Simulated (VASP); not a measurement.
# Si8HO16 (a cell with a defect) in VASP: single point with PBE

Aim: the single point of Si8HO16 (a cell with a defect) with PBE.

Everything below comes from runs of VASP 6.6.1. Logs are shortened: lines on timing, memory, paths and dates and some standing lists are left out, and cuts for length are marked.

## Step 1: The cell of the first run

The cell holds a defect, 25 atoms: a = 5.824 Å, b = 5.824 Å, c = 5.298 Å, α = 90.00°, β = 90.00°, γ = 90.00°.

## Step 2: Single point, PBE

File INCAR:

```
SYSTEM = Si8HO16
  PREC = Accurate
  ENCUT = 520
  EDIFF = 1E-7
  ISMEAR = -1
  SIGMA = 0.02
  LREAL = Auto
  LASPH = .True.
  NELM = 100
  ALGO = Normal
  ISIF = 2
  LWAVE = .False.
  LCHARG = .False.
  GGA = PE
  NBANDS = 82
  NELECT = 128.0
```

File KPOINTS:

```
Automatic mesh
0
Gamma
  2 2 2
  0 0 0
```

File POSCAR:

```
Si8HO16
1.0
   -4.1180000000     -4.1180000000      0.0000000000
    4.1180000000     -4.1180000000      0.0000000000
    0.0000000000      0.0000000000      5.2980000000
Si O H
8 16 1
Direct
    0.5016902193      0.5018717736     -0.0071524304
    0.0067607906      0.5212508018      0.2450420040
    0.5016893471      0.5018611529      0.4972328923
    0.0012424878      0.4950821786      0.7450438025
   -0.0026535115     -0.0064408998     -0.0133649699
    0.4925188486     -0.0082204288      0.2450418093
   -0.0026519891     -0.0064213296      0.5034444247
    0.4964100898      0.0026012355      0.7450428107
    0.1971994163      0.4903693497     -0.0018310527
   -0.0340567190      0.2028098075      0.2450252998
    0.8068830364      0.5103686306     -0.0041899737
    0.0060459342      0.8131449809      0.2450485133
    0.1972008352      0.4903562684      0.4919095039
   -0.0093179223      0.1933447635      0.7450445062
    0.8068874128      0.5103586332      0.4942684416
    0.0079895344      0.7993098073      0.7450321732
    0.6930872229     -0.0091818467     -0.0053257045
    0.4918520041      0.6935803258      0.2450450932
    0.2979616485      0.0113448666     -0.0020796558
    0.5213591723      0.3006597161      0.2450285591
    0.6930825173     -0.0091645827      0.4954122088
    0.4902643203      0.6983996210      0.7450329956
    0.2979636456      0.0113627879      0.4921626083
    0.5071092497      0.3053836962      0.7450462697
    0.7913842086      0.2306480906      0.2450325707
```

Potentials or basis: VASP PAW PBE potentials, release 64 (Si, O, H).

Command:

```sh
$ cat potpaw_PBE.64/Si/POTCAR potpaw_PBE.64/O/POTCAR potpaw_PBE.64/H/POTCAR > POTCAR
$ mpirun -np 1 vasp_std > vasp.out
```

OUTCAR:

```text
SYSTEM = Si8HO16
   PREC = Accurate
   ENCUT = 520
   EDIFF = 1E-7
   ISMEAR = -1
   LREAL = Auto
   LASPH = .True.
   NELM = 100
   ISIF = 2
   GGA = PE
   NELECT = 128.0

 ion  position               nearest neighbor table
   1  0.502  0.502  0.993-  24 1.74  18 1.74  22 1.74   9 1.77  11 1.78  20 1.78   3 2.63   3 2.67

   2  0.007  0.521  0.245-  12 1.70  13 1.72   9 1.72  15 1.76  11 1.76  10 1.87   4 2.65   4 2.65
                             5 3.07   7 3.07
   3  0.502  0.502  0.497-  24 1.74  18 1.74  22 1.74  13 1.77  15 1.78  20 1.78   1 2.63   1 2.67

   4  0.001  0.495  0.745-  11 1.75  15 1.75  14 1.76   9 1.76  13 1.76  16 1.77   2 2.65   2 2.65

   5  0.997  0.994  0.987-  16 1.71  12 1.73  14 1.73  19 1.75  17 1.77  10 1.84   7 2.56   7 2.74
                             2 3.07
   6  0.493  0.992  0.245-  23 1.74  19 1.74  18 1.74  21 1.77  17 1.77  20 1.81   8 2.65   8 2.65

   7  0.997  0.994  0.503-  16 1.71  12 1.73  14 1.73  23 1.75  21 1.77  10 1.84   5 2.56   5 2.74
                             2 3.07
   8  0.496  0.003  0.745-  21 1.75  17 1.75  24 1.76  19 1.77  23 1.77  22 1.77   6 2.65   6 2.65

   9  0.197  0.490  0.998-   2 1.72   4 1.76   1 1.77
  10  0.966  0.203  0.245-  25 1.03   5 1.84   7 1.84   2 1.87
  11  0.807  0.510  0.996-   4 1.75   2 1.76   1 1.78
  12  0.006  0.813  0.245-   2 1.70   7 1.73   5 1.73
  13  0.197  0.490  0.492-   2 1.72   4 1.76   3 1.77
  14  0.991  0.193  0.745-   7 1.73   5 1.73   4 1.76
  15  0.807  0.510  0.494-   4 1.75   2 1.76   3 1.78
  16  0.008  0.799  0.745-   5 1.71   7 1.71   4 1.77
  17  0.693  0.991  0.995-   8 1.75   6 1.77   5 1.77
  18  0.492  0.694  0.245-   6 1.74   3 1.74   1 1.74
  19  0.298  0.011  0.998-   6 1.74   5 1.75   8 1.77
  20  0.521  0.301  0.245-   1 1.78   3 1.78   6 1.81
  21  0.693  0.991  0.495-   8 1.75   6 1.77   7 1.77
  22  0.490  0.698  0.745-   3 1.74   1 1.74   8 1.77
  23  0.298  0.011  0.492-   6 1.74   7 1.75   8 1.77
  24  0.507  0.305  0.745-   1 1.74   3 1.74   8 1.76
  25  0.791  0.231  0.245-  10 1.03

  LATTYP: Found a simple tetragonal cell.
 ALAT       =     5.8237314499
 C/A-ratio  =     0.9097260143

  Lattice vectors:

 A1 = (  -4.1180000000,  -4.1180000000,   0.0000000000)
 A2 = (   4.1180000000,  -4.1180000000,   0.0000000000)
 A3 = (   0.0000000000,   0.0000000000,   5.2980000000)

Analysis of symmetry for initial positions (statically):
=====================================================================
 Subroutine PRICEL returns:
 Original cell was already a primitive cell.

 Routine SETGRP: Setting up the symmetry group for a
 simple tetragonal supercell.

 Subroutine GETGRP returns: Found  1 space group operations
 (whereof  1 operations were pure point group operations)
 out of a pool of 16 trial point group operations.

The static configuration has the point symmetry C_1 .

Analysis of symmetry for dynamics (positions and initial velocities):
=====================================================================
 Subroutine PRICEL returns:
 Original cell was already a primitive cell.

 Routine SETGRP: Setting up the symmetry group for a
 simple tetragonal supercell.

 Subroutine GETGRP returns: Found  1 space group operations
 (whereof  1 operations were pure point group operations)
 out of a pool of 16 trial point group operations.

The dynamic configuration has the point symmetry C_1 .

 Subroutine INISYM returns: Found  1 space group operations
 (whereof  1 operations are pure point group operations),
 and found     1 'primitive' translations

----------------------------------------------------------------------------------------

                                     Primitive cell

  volume of cell :     179.6862

  direct lattice vectors                    reciprocal lattice vectors
    -4.118000000 -4.118000000  0.000000000    -0.121418164 -0.121418164  0.000000000
     4.118000000 -4.118000000  0.000000000     0.121418164 -0.121418164  0.000000000
     0.000000000  0.000000000  5.298000000     0.000000000  0.000000000  0.188750472

  length of vectors
     5.823731450  5.823731450  5.298000000     0.171711214  0.171711214  0.188750472

  position of ions in fractional coordinates (direct lattice)
     0.501690219  0.501871774  0.992847570
     0.006760791  0.521250802  0.245042004
     0.501689347  0.501861153  0.497232892
     0.001242488  0.495082179  0.745043802
     0.997346488  0.993559100  0.986635030
     0.492518849  0.991779571  0.245041809
[... 17 lines left out ...]
     0.507109250  0.305383696  0.745046270
     0.791384209  0.230648091  0.245032571

  ion indices of the primitive-cell ions
   primitive index   ion index
                 1           1
                 2           2
                 3           3
                 4           4
                 5           5
                 6           6
[... 17 lines left out ...]
                24          24
                25          25

----------------------------------------------------------------------------------------

 KPOINTS: Automatic mesh

Automatic generation of k-mesh.
 Grid dimensions read from file:
 generate k-points for:    2    2    2

 Generating k-lattice:

  Cartesian coordinates                     Fractional coordinates (reciprocal lattice)
    -0.060709082 -0.060709082  0.000000000     0.500000000  0.000000000  0.000000000
     0.060709082 -0.060709082  0.000000000     0.000000000  0.500000000  0.000000000
     0.000000000  0.000000000  0.094375236     0.000000000  0.000000000  0.500000000

  Length of vectors
     0.085855607  0.085855607  0.094375236

  Shift w.r.t. Gamma in fractional coordinates (k-lattice)
     0.000000000  0.000000000  0.000000000

 Subroutine IBZKPT returns following result:
 ===========================================

 Found      8 irreducible k-points:

 Following reciprocal coordinates:
            Coordinates               Weight
  0.000000  0.000000  0.000000      1.000000
  0.500000  0.000000  0.000000      1.000000
  0.000000  0.500000  0.000000      1.000000
  0.500000  0.500000  0.000000      1.000000
  0.000000  0.000000  0.500000      1.000000
  0.500000  0.000000  0.500000      1.000000
  0.000000  0.500000  0.500000      1.000000
  0.500000  0.500000  0.500000      1.000000
   k-points           NKPTS =      8   k-points in BZ     NKDIM =      8   number of bands    NBANDS=     82
   number of dos      NEDOS =    301   number of ions     NIONS =     25
   total plane-waves  NPLWV =  92160
   dimension x,y,z NGX =    48 NGY =   48 NGZ =   40
   dimension x,y,z NGXF=    96 NGYF=   96 NGZF=   80
   ions per type =               8  16   1
   NGX,Y,Z   is equivalent  to a cutoff of  13.70, 13.70, 12.55 a.u.
   NGXF,Y,Z  is equivalent  to a cutoff of  27.40, 27.40, 25.10 a.u.
 SYSTEM =  Si8HO16
   PREC   = accura    normal or accurate (medium, high low for compatibility)
   ISTART =      0    job   : 0-new  1-cont  2-samecut
   ICHARG =      2    charge: 1-file 2-atom 10-const
   ISPIN  =      1    spin polarized calculation?
   LNONCOLLINEAR =      F non collinear calculations
   LSORBIT =      F    spin-orbit coupling
   LASPH  =      T    aspherical Exc in radial PAW
   ENCUT  =  520.0 eV  38.22 Ry    6.18 a.u.  10.83 10.83  9.85*2*pi/ulx,y,z
   NELM   =    100;   NELMIN=  2; NELMDL= -5     # of ELM steps
   EDIFF  = 0.1E-06   stopping-criterion for ELM
   LREAL  =      T    real-space projection
   EDIFFG = 0.1E-05   stopping-criterion for IOM
   NSW    =      0    number of steps for IOM
   IBRION =     -1    ionic relax: 0-MD 1-quasi-New 2-CG
   NFREE  =      0    steps in history (QN), initial steepest desc. (CG)
   ISIF   =      2    stress and relaxation
   ISYM   =      2    0-nonsym 1-usesym 2-fastsym
   POTIM  = 0.5000    time-step for ionic-motion
   TEBEG  =    0.0;   TEEND  =   0.0 temperature during run
   PSTRESS=    0.0 pullay stress
   NELECT =     128.0000    total number of electrons
   NUPDOWN=      -1.0000    fix difference up-down
   EMIN   =  10.00;   EMAX   =-10.00  energy-range for DOS
   EFERMI =   0.00;   METHOD = LEGACY
   ISMEAR =    -1;   SIGMA  =   0.02  broadening in eV -4-tet -1-fermi 0-gaus
   EFERMI_NEDOS =   21; number of points for ismear=-14 and -15
   IALGO  =     38    algorithm
   IMIX   =      4    mixing-type and parameters
     AMIX     =   0.40;   BMIX     =  1.00
     AMIX_MAG =   1.60;   BMIX_MAG =  1.00
  volume/ion in A,a.u.               =       7.19        48.50
  Fermi-wavevector in a.u.,A,eV,Ry     =   1.462087  2.762944 29.085161  2.137699
  Thomas-Fermi vector in A             =   2.578342
   LORBIT       =      0    0 simple, 1 ext, 2 COOP (PROOUT), +10 PAW based schemes
   GGA     = PE    functional components
   LHFCALC =     F    Hartree Fock is set to
   AEXX    =    0.0000 exact exchange contribution
   IVDW    =     0    specifies the selected vdW correction
   LEPSILON=     F    determine dielectric tensor
   LRPA    =     F    only Hartree local field effects (RPA)
 non-spin polarized calculation
  energy-cutoff  :      520.00
  volume of cell :      179.69
 maximum number of plane-waves:      4862
 NGX is ok and might be reduce to    48
   NGX = 21   NGY = 21   NGZ = 19

 number of electron     128.0000012 magnetization

 Free energy of the ion-electron system (eV)
  ---------------------------------------------------
  ext. energy  EPLUGINS =         0.00000000
  ---------------------------------------------------
  free energy    TOTEN  =      -196.75941988 eV

  energy without entropy =     -196.75941988  energy(sigma->0) =     -196.75941988

 E-fermi :   9.1330     XC(G=0): -12.4734

 val. band max:        8.6876818549   @ k =   0.0000   0.0000   0.0000
 cond. band min:      14.9555209104   @ k =   0.0000   0.0000   0.0000
 fundamental gap:      6.2678390555
 Fermi energy:         9.1329810726

 k-point     1 :       0.0000    0.0000    0.0000
  band No.  band energies     occupation
      1     -14.3953      2.00000
      2     -12.6723      2.00000
      3     -12.0819      2.00000
      4     -11.9919      2.00000
      5     -11.2657      2.00000
      6     -11.1470      2.00000
[... 68 lines left out ...]
     75      18.5841      0.00000
     76      19.1468      0.00000

 k-point     2 :       0.5000    0.0000    0.0000
  band No.  band energies     occupation
      1     -14.0679      2.00000
      2     -13.2749      2.00000
      3     -12.1592      2.00000
      4     -11.5523      2.00000
      5     -11.3991      2.00000
      6     -11.1969      2.00000
[... 68 lines left out ...]
     75      18.3645      0.00000
     76      18.7138      0.00000

 k-point     3 :       0.0000    0.5000    0.0000
  band No.  band energies     occupation
      1     -13.9883      2.00000
      2     -13.3897      2.00000
      3     -12.2199      2.00000
      4     -11.6231      2.00000
      5     -11.4173      2.00000
      6     -10.9553      2.00000
[... 384 lines left out ...]
     75      19.6749      0.00000
     76      19.8789      0.00000

 k-point     8 :       0.5000    0.5000    0.5000
  band No.  band energies     occupation
      1     -13.5387      2.00000
      2     -12.2875      2.00000
      3     -12.2619      2.00000
      4     -11.9750      2.00000
      5     -11.9709      2.00000
      6     -11.9637      2.00000
[... 68 lines left out ...]
     75      19.6139      0.00000
     76      19.6794      0.00000
 [bands above 76 left out]

------------------------ aborting loop because EDIFF is reached ----------------------------------------

  FORCE on cell =-STRESS in cart. coord.  units (eV):
  Direction    XX          YY          ZZ          XY          YZ          ZX
  --------------------------------------------------------------------------------------
  -------------------------------------------------------------------------------------
  Total        8.6411590     19.8036500     17.6071523     -5.5156974      0.0052478     -0.0022898
  in kB       77.0491663    176.5798693    156.9947282    -49.1808892      0.0467921     -0.0204175
  external PRESSURE =     136.8745879 kB  Pullay stress =       0.0000000 kB

 VOLUME and BASIS-vectors are now :
 -----------------------------------------------------------------------------
  energy-cutoff  :      520.00
  volume of cell :      179.69
      direct lattice vectors                 reciprocal lattice vectors
    -4.118000000 -4.118000000  0.000000000    -0.121418164 -0.121418164  0.000000000
     4.118000000 -4.118000000  0.000000000     0.121418164 -0.121418164  0.000000000
     0.000000000  0.000000000  5.298000000     0.000000000  0.000000000  0.188750472

 POSITION                                       TOTAL-FORCE (eV/Angst)
 -----------------------------------------------------------------------------------
      0.00075     -4.13267      5.26011         0.003657      0.001048      0.011124
      2.11867     -2.17435      1.29823         0.017521     -0.020408     -0.000156
      0.00071     -4.13262      2.63434         0.002961      0.003168     -0.010230
      2.03363     -2.04386      3.94724         0.000837     -0.015287     -0.001459
     -0.01560     -8.19855      5.22719        -0.011113     -0.007951      0.021932
      2.05596     -6.11234      1.29823         0.002859      0.009187      0.001211
[... 17 lines left out ...]
     -0.83071     -3.34585      3.94726        -0.015390      0.008747     -0.000423
     -2.30911     -4.20873      1.29818         0.072919      0.051549      0.000141
 -----------------------------------------------------------------------------------
    total drift:                               -0.005533     -0.002798     -0.007714

  FREE ENERGIE OF THE ION-ELECTRON SYSTEM (eV)
  ---------------------------------------------------
  free  energy   TOTEN  =      -196.7594198835 eV

  energy  without entropy=     -196.7594198835  energy(sigma->0) =     -196.75941988
```

It took 8 min on 1 thread of AMD EPYC 7R13, shared host; peak memory 0.29 GiB.

What came out:

- Free energy: -196.7594 eV
- Largest force: 0.089 eV/Å

Forces in eV/Å, atoms in the order of the input:
```
Si   0.004  0.001  0.011
Si   0.018 -0.020  0.000
Si   0.003  0.003 -0.010
Si   0.001 -0.015 -0.001
Si  -0.011 -0.008  0.022
Si   0.003  0.009  0.001
Si  -0.012 -0.005 -0.019
Si  -0.003  0.020 -0.001
O   -0.013 -0.009 -0.003
O   -0.032 -0.025  0.001
O    0.004  0.015  0.010
O   -0.004 -0.001  0.002
O   -0.014 -0.009  0.008
O    0.024 -0.019 -0.002
O    0.004  0.015 -0.012
O   -0.027  0.026  0.000
O   -0.003 -0.010  0.006
O    0.002  0.004 -0.002
O   -0.001  0.000 -0.009
O   -0.005  0.002  0.000
O   -0.003 -0.011 -0.011
O    0.011 -0.020  0.000
O   -0.002 -0.001  0.011
O   -0.015  0.009  0.000
H    0.073  0.052  0.000
```

Levels at points of the mesh, in eV from the Fermi level:
```
           k point  band 61  band 62  band 63  band 64  band 65  band 66  band 67  band 68
(0.00, 0.00, 0.00)    -1.81    -1.30    -1.12    -0.45     5.82     6.47     7.16     7.18
(0.50, 0.00, 0.00)    -1.86    -1.65    -1.33    -1.12     6.83     6.96     7.47     7.79
(0.00, 0.50, 0.00)    -1.90    -1.78    -1.30    -1.05     6.68     7.01     7.49     7.66
(0.50, 0.50, 0.00)    -1.64    -1.49    -1.24    -1.17     7.57     7.68     7.97     8.01
(0.00, 0.00, 0.50)    -1.78    -1.73    -1.39    -1.09     7.47     7.56     8.09     8.19
(0.50, 0.00, 0.50)    -1.67    -1.31    -1.26    -1.12     7.92     8.03     8.06     8.12
(0.00, 0.50, 0.50)    -1.67    -1.24    -1.21    -1.10     7.63     7.86     8.11     8.16
(0.50, 0.50, 0.50)    -1.73    -1.65    -1.58    -1.53     8.67     8.80     8.91     9.19
```

Caveat: the k points lie up to 0.59 Å⁻¹ apart; the cell carries a net charge on a neutralising background, which shifts energy and pressure; the cell is charged against a uniform background, so pressure and absolute levels hang on convention.
